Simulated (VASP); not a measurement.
# BaTiO3 (Cmmm) in VASP: a series of runs

BaTiO3 is run at these levels: PBE; tasks: single point.

Everything below comes from runs of VASP 6.6.1. Logs are shortened: lines on timing, memory, paths and dates and some standing lists are left out, and cuts for length are marked.

## (1) The cell of the first run

The structure is orthorhombic, space group Cmmm (No. 65). Conventional cell: a = 5.570 Å, b = 5.798 Å, c = 4.019 Å, α = 90.00°, β = 90.00°, γ = 90.00°. Within 3.7 Å of Ba (site symmetry mmm) lie 12 O at 2.79 to 2.90 Å and 8 Ti at 3.43 to 3.53 Å. Ti (site symmetry mmm) has 6 O at 2.01 Å within 2.7 Å. O (site symmetry mmm) has 2 Ti at 2.01 Å and 4 Ba at 2.79 to 2.90 Å and 8 O at 2.84 Å within 2.9 Å. Within 2.9 Å of O (site symmetry 2/m) lie 2 Ti at 2.01 Å and 8 O at 2.79 to 2.90 Å and 4 Ba at 2.84 Å.

## (2) Single point, PBE (strain -0.0400 x Voigt [0, 0, 0, 1, 0, 0])

INCAR

```
ALGO = Normal
EDIFF = 1E-6
ENCUT = 520
GGA = PE
ISIF = 2
ISMEAR = 0
LASPH = True
LCHARG = False
LREAL = False
LWAVE = False
NBANDS = 28
NELM = 100
PREC = Accurate
SIGMA = 0.05
```

KPOINTS

```
k-points
0
Gamma
  8 8 8
```

POSCAR

```
BaTiO3
1.0
    4.0192501416      0.0000000000      0.0000000000
    0.0000000000      4.0192501416     -0.0803850028
    0.0000000000     -0.0803850028      4.0192501416
Ba Ti O
1 1 3
Direct
    0.5000000000      0.5000000000      0.5000000000
    0.0000000000      0.0000000000      0.0000000000
    0.5000000000      0.0000000000      0.0000000000
    0.0000000000      0.5000000000      0.0000000000
    0.0000000000      0.0000000000      0.5000000000
```

Potentials or basis: VASP PAW PBE potentials, release 64 (Ba_sv, Ti_sv, O).

On the command line:

```sh
> cat potpaw_PBE.64/Ba_sv/POTCAR potpaw_PBE.64/Ti_sv/POTCAR potpaw_PBE.64/O/POTCAR > POTCAR
> mpirun -np 1 vasp_std > vasp.out
```

OUTCAR:

```text
EDIFF = 1E-6
   ENCUT = 520
   GGA = PE
   ISIF = 2
   ISMEAR = 0
   LASPH = True
   LREAL = False
   NELM = 100
   PREC = Accurate

 ion  position               nearest neighbor table
   1  0.500  0.500  0.500-   3 2.79   3 2.79   5 2.84   4 2.84   5 2.84   4 2.84   4 2.84   5 2.84
                             4 2.84   5 2.84   3 2.90   3 2.90   2 3.43   2 3.43   2 3.43   2 3.43
   2  0.000  0.000  0.000-   3 2.01   3 2.01   5 2.01   5 2.01   4 2.01   4 2.01   1 3.43   1 3.43
                             1 3.43   1 3.43   1 3.53   1 3.53   1 3.53   1 3.53
   3  0.500  0.000  0.000-   2 2.01   2 2.01   1 2.79   1 2.79   1 2.90   1 2.90
   4  0.000  0.500  0.000-   2 2.01   2 2.01   1 2.84   1 2.84   1 2.84   1 2.84
   5  0.000  0.000  0.500-   2 2.01   2 2.01   1 2.84   1 2.84   1 2.84   1 2.84

  LATTYP: Found a base centered orthorhombic cell.
 ALAT       =     5.5703964996
 B/A-ratio  =     1.0408163265
 C/A-ratio  =     0.7215375318

  Lattice vectors:

 A1 = (   0.0000000000,   4.0192501416,  -0.0803850028)
 A2 = (   0.0000000000,  -0.0803850028,   4.0192501416)
 A3 = (   4.0192501416,   0.0000000000,   0.0000000000)

Analysis of symmetry for initial positions (statically):
=====================================================================
 Subroutine PRICEL returns:
 Original cell was already a primitive cell.

 Routine SETGRP: Setting up the symmetry group for a
 base centered orthorhombic supercell.

 Subroutine GETGRP returns: Found  8 space group operations
 (whereof  8 operations were pure point group operations)
 out of a pool of  8 trial point group operations.

The static configuration has the point symmetry D_2h.

Analysis of symmetry for dynamics (positions and initial velocities):
=====================================================================
 Subroutine PRICEL returns:
 Original cell was already a primitive cell.

 Routine SETGRP: Setting up the symmetry group for a
 base centered orthorhombic supercell.

 Subroutine GETGRP returns: Found  8 space group operations
 (whereof  8 operations were pure point group operations)
 out of a pool of  8 trial point group operations.

The dynamic configuration has the point symmetry D_2h.

 Subroutine INISYM returns: Found  8 space group operations
 (whereof  8 operations are pure point group operations),
 and found     1 'primitive' translations

----------------------------------------------------------------------------------------

                                     Primitive cell

  volume of cell :      64.9025

  direct lattice vectors                    reciprocal lattice vectors
     4.019250142  0.000000000  0.000000000     0.248802629  0.000000000  0.000000000
     0.000000000  4.019250142 -0.080385003     0.000000000  0.248902189  0.004978044
     0.000000000 -0.080385003  4.019250142     0.000000000  0.004978044  0.248902189

  length of vectors
     4.019250142  4.020053911  4.020053911     0.248802629  0.248951965  0.248951965

  position of ions in fractional coordinates (direct lattice)
     0.500000000  0.500000000  0.500000000
     0.000000000  0.000000000  0.000000000
     0.500000000  0.000000000  0.000000000
     0.000000000  0.500000000  0.000000000
     0.000000000  0.000000000  0.500000000

  ion indices of the primitive-cell ions
   primitive index   ion index
                 1           1
                 2           2
                 3           3
                 4           4
                 5           5

----------------------------------------------------------------------------------------

 KPOINTS: k-points

Automatic generation of k-mesh.
 Grid dimensions read from file:
 generate k-points for:    8    8    8

 Generating k-lattice:

  Cartesian coordinates                     Fractional coordinates (reciprocal lattice)
     0.031100329  0.000000000  0.000000000     0.125000000  0.000000000  0.000000000
     0.000000000  0.031112774  0.000622255     0.000000000  0.125000000  0.000000000
     0.000000000  0.000622255  0.031112774     0.000000000  0.000000000  0.125000000

  Length of vectors
     0.031100329  0.031118996  0.031118996

  Shift w.r.t. Gamma in fractional coordinates (k-lattice)
     0.000000000  0.000000000  0.000000000

 Subroutine IBZKPT returns following result:
 ===========================================

 Found    105 irreducible k-points:

 Following reciprocal coordinates:
            Coordinates               Weight
  0.000000  0.000000  0.000000      1.000000
  0.125000  0.000000  0.000000      2.000000
  0.250000  0.000000  0.000000      2.000000
  0.375000  0.000000  0.000000      2.000000
  0.500000  0.000000  0.000000      1.000000
  0.000000  0.125000  0.000000      4.000000
[... 16 lines left out ...]
  0.250000  0.500000  0.000000      4.000000
  0.375000  0.500000  0.000000      4.000000
 [... further k-points ...]
   k-points           NKPTS =    105   k-points in BZ     NKDIM =    105   number of bands    NBANDS=     28
   number of dos      NEDOS =    301   number of ions     NIONS =      5
   total plane-waves  NPLWV =  27000
   dimension x,y,z NGX =    30 NGY =   30 NGZ =   30
   dimension x,y,z NGXF=    60 NGYF=   60 NGZF=   60
   ions per type =               1   1   3
   NGX,Y,Z   is equivalent  to a cutoff of  12.41, 12.41, 12.41 a.u.
   NGXF,Y,Z  is equivalent  to a cutoff of  24.82, 24.81, 24.81 a.u.
 SYSTEM =  unknown system
   PREC   = accura    normal or accurate (medium, high low for compatibility)
   ISTART =      0    job   : 0-new  1-cont  2-samecut
   ICHARG =      2    charge: 1-file 2-atom 10-const
   ISPIN  =      1    spin polarized calculation?
   LNONCOLLINEAR =      F non collinear calculations
   LSORBIT =      F    spin-orbit coupling
   LASPH  =      T    aspherical Exc in radial PAW
   ENCUT  =  520.0 eV  38.22 Ry    6.18 a.u.   7.47  7.47  7.47*2*pi/ulx,y,z
   NELM   =    100;   NELMIN=  2; NELMDL= -5     # of ELM steps
   EDIFF  = 0.1E-05   stopping-criterion for ELM
   LREAL  =      F    real-space projection
   EDIFFG = 0.1E-04   stopping-criterion for IOM
   NSW    =      0    number of steps for IOM
   IBRION =     -1    ionic relax: 0-MD 1-quasi-New 2-CG
   NFREE  =      0    steps in history (QN), initial steepest desc. (CG)
   ISIF   =      2    stress and relaxation
   ISYM   =      2    0-nonsym 1-usesym 2-fastsym
   POTIM  = 0.5000    time-step for ionic-motion
   TEBEG  =    0.0;   TEEND  =   0.0 temperature during run
   PSTRESS=    0.0 pullay stress
   NELECT =      40.0000    total number of electrons
   NUPDOWN=      -1.0000    fix difference up-down
   EMIN   =  10.00;   EMAX   =-10.00  energy-range for DOS
   EFERMI =   0.00;   METHOD = LEGACY
   ISMEAR =     0;   SIGMA  =   0.05  broadening in eV -4-tet -1-fermi 0-gaus
   EFERMI_NEDOS =   21; number of points for ismear=-14 and -15
   IALGO  =     38    algorithm
   IMIX   =      4    mixing-type and parameters
     AMIX     =   0.40;   BMIX     =  1.00
     AMIX_MAG =   1.60;   BMIX_MAG =  1.00
  volume/ion in A,a.u.               =      12.98        87.60
  Fermi-wavevector in a.u.,A,eV,Ry     =   1.393182  2.632731 26.408293  1.940955
  Thomas-Fermi vector in A             =   2.516852
   LORBIT       =      0    0 simple, 1 ext, 2 COOP (PROOUT), +10 PAW based schemes
   GGA     = PE    functional components
   LHFCALC =     F    Hartree Fock is set to
   AEXX    =    0.0000 exact exchange contribution
   IVDW    =     0    specifies the selected vdW correction
   LEPSILON=     F    determine dielectric tensor
   LRPA    =     F    only Hartree local field effects (RPA)
 non-spin polarized calculation
 Gauss-broadening in eV      SIGMA  =   0.05
  energy-cutoff  :      520.00
  volume of cell :       64.90
 maximum number of plane-waves:      1775
 NGX is ok and might be reduce to    30
   NGX = 15   NGY = 15   NGZ = 15

 number of electron      39.9999971 magnetization

 Free energy of the ion-electron system (eV)
  ---------------------------------------------------
  ext. energy  EPLUGINS =         0.00000000
  ---------------------------------------------------
  free energy    TOTEN  =       -39.94156425 eV

  energy without entropy =      -39.94156425  energy(sigma->0) =      -39.94156425

 E-fermi :   3.9882     XC(G=0): -11.1958

 val. band max:        3.7703484275   @ k =   0.5000   0.5000   0.5000
 cond. band min:       5.3879555736   @ k =   0.0000   0.0000   0.0000
 fundamental gap:      1.6176071461
 Fermi energy:         3.9881781279

 k-point     1 :       0.0000    0.0000    0.0000
  band No.  band energies     occupation
      1     -52.9496      2.00000
      2     -29.1713      2.00000
      3     -29.1550      2.00000
      4     -29.1361      2.00000
      5     -21.1018      2.00000
      6     -13.1238      2.00000
[... 20 lines left out ...]
     27       8.7871      0.00000
     28      10.9638      0.00000

 k-point     2 :       0.1250    0.0000    0.0000
  band No.  band energies     occupation
      1     -52.9494      2.00000
      2     -29.1710      2.00000
      3     -29.1623      2.00000
      4     -29.1358      2.00000
      5     -21.0858      2.00000
      6     -13.1290      2.00000
[... 20 lines left out ...]
     27       9.0868      0.00000
     28      11.3305      0.00000

 k-point     3 :       0.2500    0.0000    0.0000
  band No.  band energies     occupation
      1     -52.9491      2.00000
      2     -29.1797      2.00000
      3     -29.1703      2.00000
      4     -29.1351      2.00000
      5     -21.0466      2.00000
      6     -13.1857      2.00000
[... 20 lines left out ...]
     27       9.8750      0.00000
     28      12.0333      0.00000

 k-point     4 :       0.3750    0.0000    0.0000
  band No.  band energies     occupation
      1     -52.9488      2.00000
      2     -29.1969      2.00000
      3     -29.1696      2.00000
      4     -29.1345      2.00000
      5     -21.0067      2.00000
      6     -13.2822      2.00000
[... 578 lines left out ...]
     27      11.5509      0.00000
     28      12.1202      0.00000

 k-point    23 :       0.2500    0.5000    0.0000
  band No.  band energies     occupation
      1     -52.9482      2.00000
      2     -29.2060      2.00000
      3     -29.1772      2.00000
      4     -29.1459      2.00000
      5     -20.9537      2.00000
      6     -13.0776      2.00000
[... 20 lines left out ...]
     27      12.2481      0.00000
     28      12.3844      0.00000

 k-point    24 :       0.3750    0.5000    0.0000
  band No.  band energies     occupation
      1     -52.9478      2.00000
      2     -29.2049      2.00000
      3     -29.1940      2.00000
      4     -29.1452      2.00000
      5     -20.9280      2.00000
      6     -12.8636      2.00000
[... 20 lines left out ...]
     27      11.7085      0.00000
     28      13.2880      0.00000

 [... further k-points ...]

------------------------ aborting loop because EDIFF is reached ----------------------------------------

  FORCE on cell =-STRESS in cart. coord.  units (eV):
  Direction    XX          YY          ZZ          XY          YZ          ZX
  --------------------------------------------------------------------------------------
  -------------------------------------------------------------------------------------
  Total        0.7291253      0.7748091      0.7748091      0.0000000      1.9957252      0.0000000
  in kB       17.9991240     19.1268720     19.1268720      0.0000000     49.2663035      0.0000000
  external PRESSURE =      18.7509560 kB  Pullay stress =       0.0000000 kB

 VOLUME and BASIS-vectors are now :
 -----------------------------------------------------------------------------
  energy-cutoff  :      520.00
  volume of cell :       64.90
      direct lattice vectors                 reciprocal lattice vectors
     4.019250142  0.000000000  0.000000000     0.248802629  0.000000000  0.000000000
     0.000000000  4.019250142 -0.080385003     0.000000000  0.248902189  0.004978044
     0.000000000 -0.080385003  4.019250142     0.000000000  0.004978044  0.248902189

 POSITION                                       TOTAL-FORCE (eV/Angst)
 -----------------------------------------------------------------------------------
      2.00963      1.96943      1.96943         0.000000      0.000000     -0.000000
      0.00000      0.00000      0.00000         0.000000      0.000000     -0.000000
      2.00963      0.00000      0.00000         0.000000     -0.000000     -0.000000
      0.00000      2.00963     -0.04019         0.000000      0.000000      0.000000
      0.00000     -0.04019      2.00963         0.000000      0.000000     -0.000000
 -----------------------------------------------------------------------------------
    total drift:                                0.000000     -0.000000      0.000000

  FREE ENERGIE OF THE ION-ELECTRON SYSTEM (eV)
  ---------------------------------------------------
  free  energy   TOTEN  =       -39.9415642508 eV

  energy  without entropy=      -39.9415642508  energy(sigma->0) =      -39.94156425
```

It took 2.1 min on 1 thread of Intel Xeon Platinum 8488C (Sapphire Rapids), shared host; peak memory 0.3 GiB.

What came out:

```
Free energy            : -39.9416 eV
Pressure               : 1.9 GPa
Band gap on the k mesh : 1.62 eV (least direct gap 1.68 eV)
```

Levels at points of the mesh, in eV from the valence-band top:
```
           k point  band 17  band 18  band 19  band 20  band 21  band 22  band 23  band 24
(0.00, 0.00, 0.00)    -1.03    -0.29    -0.19    -0.06     1.62     1.68     1.75     3.78
(0.50, 0.00, 0.00)    -1.90    -1.75    -0.92    -0.55     1.84     3.36     3.42     3.79
(0.00, 0.50, 0.00)    -1.84    -1.84    -0.75    -0.74     1.84     3.38     3.39     3.80
(0.50, 0.50, 0.00)    -1.75    -0.90    -0.90    -0.12     3.38     3.39     3.81     4.62
(0.00, 0.50, 0.50)    -1.76    -0.97    -0.84    -0.09     3.35     3.44     3.80     4.62
(0.50, 0.50, 0.50)    -2.32    -0.06    -0.01     0.00     4.01     4.04     4.09     6.49
```

Caveat: the cell differs from its parent crystal (strain -0.0400 x Voigt [0, 0, 0, 1, 0, 0]); spin-orbit coupling is left out, which moves the levels of the heavy elements.

## (3) Single point, PBE (strain +0.0350 x Voigt [0, 0, 0, 1, 0, 0])

INCAR

```
PREC = Accurate ; ENCUT = 520
EDIFF = 1E-7 ; ISMEAR = 0
SIGMA = 0.05 ; LREAL = False
LASPH = True ; NELM = 60
ALGO = Normal ; ISIF = 2
LWAVE = False ; LCHARG = False
GGA = PE ; NBANDS = 28
```

KPOINTS

```
Automatic mesh
0
Gamma
  8 8 8
```

Changes to POSCAR since step 2:

```diff
@@ -3,4 +3,4 @@
     4.0192501416      0.0000000000      0.0000000000
-    0.0000000000      4.0192501416     -0.0803850028
-    0.0000000000     -0.0803850028      4.0192501416
+    0.0000000000      4.0192501416      0.0703368775
+    0.0000000000      0.0703368775      4.0192501416
 Ba Ti O
```

Potentials or basis: VASP PAW PBE potentials, release 64 (Ba_sv, Ti_sv, O).

On the command line:

```sh
> cat potpaw_PBE.64/Ba_sv/POTCAR potpaw_PBE.64/Ti_sv/POTCAR potpaw_PBE.64/O/POTCAR > POTCAR
> mpirun -np 1 vasp_std > vasp.out
```

Wall time 3.1 min (1 thread of Intel Xeon Platinum 8488C (Sapphire Rapids), shared host); peak memory 0.3 GiB.

It converged, with:

```
Free energy            : -39.9510 eV
Pressure               : 1.8 GPa
Band gap on the k mesh : 1.63 eV (least direct gap 1.71 eV)
```

Stress tensor (GPa, compression positive):
```
 1.78  0.00  0.00
 0.00  1.86 -4.31
 0.00 -4.31  1.86
```

Levels at points of the mesh, in eV from the valence-band top:
```
           k point  band 18  band 19  band 20  band 21  band 22  band 23
(0.00, 0.00, 0.00)    -0.27    -0.19    -0.08     1.63     1.68     1.75
(0.50, 0.00, 0.00)    -1.75    -0.89    -0.57     1.85     3.37     3.42
(0.00, 0.50, 0.00)    -1.83    -0.74    -0.74     1.85     3.39     3.39
(0.50, 0.50, 0.00)    -0.90    -0.90    -0.11     3.39     3.40     3.81
(0.00, 0.50, 0.50)    -0.96    -0.84    -0.10     3.36     3.44     3.81
(0.50, 0.50, 0.50)    -0.05    -0.01     0.00     4.02     4.05     4.09
```

Caveat: the cell differs from its parent crystal (strain +0.0350 x Voigt [0, 0, 0, 1, 0, 0]); spin-orbit coupling is left out, which moves the levels of the heavy elements. A k mesh can miss the band edges.
